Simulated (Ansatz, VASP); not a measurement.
ZrSi2O6: VASP beside Ansatz

The input INCAR:

```
SYSTEM = ZrSi2O6
ALGO     = Normal         ! electronic algorithm
EDIFF    = 1E-7           ! SCF threshold, eV
ENCUT    = 520            ! plane-wave cutoff, eV
GGA      = PE             ! functional
ISIF     = 2              ! what is computed and relaxed
ISMEAR   = 0              ! smearing method
LASPH    = .TRUE.         ! aspherical terms in the spheres
LCHARG   = .FALSE.        ! write CHGCAR
LREAL    = .FALSE.        ! projectors in reciprocal space
LWAVE    = .FALSE.        ! write WAVECAR
NBANDS   = 38             ! bands
NELM     = 80             ! most SCF steps
PREC     = Accurate       ! precision mode
SIGMA    = 0.1            ! smearing width, eV
```

The input KPOINTS:

```
k-points
0
G
  6 6 4
  0 0 0
```

File POSCAR:

```
ZrSi2O6
1.0
    2.3756090900     -4.1146756500      0.0000000000
    2.3756090900      4.1146756500      0.0000000000
    0.0000000000      0.0000000000      5.2012786200
Zr Si O
1 2 6
Direct
    0.5000000000      0.5000000000      0.5000000000
    0.0000000000      0.5000000000      0.8333333300
    0.5000000000      0.0000000000      0.1666666700
    0.7913717000      0.5827434100      0.6666666700
    0.2086283000      0.7913717000      0.0000000000
    0.5827434100      0.7913717000      0.3333333300
    0.2086283000      0.4172565900      0.6666666700
    0.7913717000      0.2086283000      0.0000000000
    0.4172565900      0.2086283000      0.3333333300
```

Input for Ansatz:

```yaml
crystal:
  lattice:
    - [2.37560909, -4.11467565, 0.0]
    - [2.37560909, 4.11467565, 0.0]
    - [0.0, 0.0, 5.20127862]
  atoms:
    - { symbol: Zr, position: [0.5, 0.5, 0.5] }
    - { symbol: Si, position: [0.0, 0.5, 0.83333333] }
    - { symbol: Si, position: [0.5, 0.0, 0.16666667] }
    - { symbol: O, position: [0.7913717, 0.58274341, 0.66666667] }
    - { symbol: O, position: [0.2086283, 0.7913717, 0.0] }
    - { symbol: O, position: [0.58274341, 0.7913717, 0.33333333] }
    - { symbol: O, position: [0.2086283, 0.41725659, 0.66666667] }
    - { symbol: O, position: [0.7913717, 0.2086283, 0.0] }
    - { symbol: O, position: [0.41725659, 0.2086283, 0.33333333] }
basis:
  ecutwfc: 420
kpoints:
  mp_grid: { grid: [6, 6, 4] }
hamiltonian:
  xc: pbe
scf:
  occupations: { method: gaussian, width: 0.1 }
  lower_state_search: "off"
output:
  forces: true
  stress: true
  eigenvalues: true
```

Alike in both runs: task single point; functional PBE; k mesh 6 × 6 × 4; occupations gaussian, width 0.1 eV; no spin polarisation.

|  | VASP | Ansatz |
| --- | --- | --- |
| version | VASP 6.6.1 | Ansatz 0.2.0 |
| potentials or method | VASP PAW PBE potentials, release 64 (Zr_sv, Si, O), cutoff 520 eV | scalar-relativistic, plane waves, PAW |
| valence electrons in the cell | 56 | 56 |

```csv
,VASP,Ansatz,Ansatz less VASP
gap on the k mesh at the Fermi level (eV),4.26,4.22,-0.035
least direct gap on the mesh (eV),4.80,4.78,-0.021
rms of the force components (eV/Å),11.353,10.996,-0.3571
```

Atom by atom the forces differ by 0.360 eV/Å (rms over components).
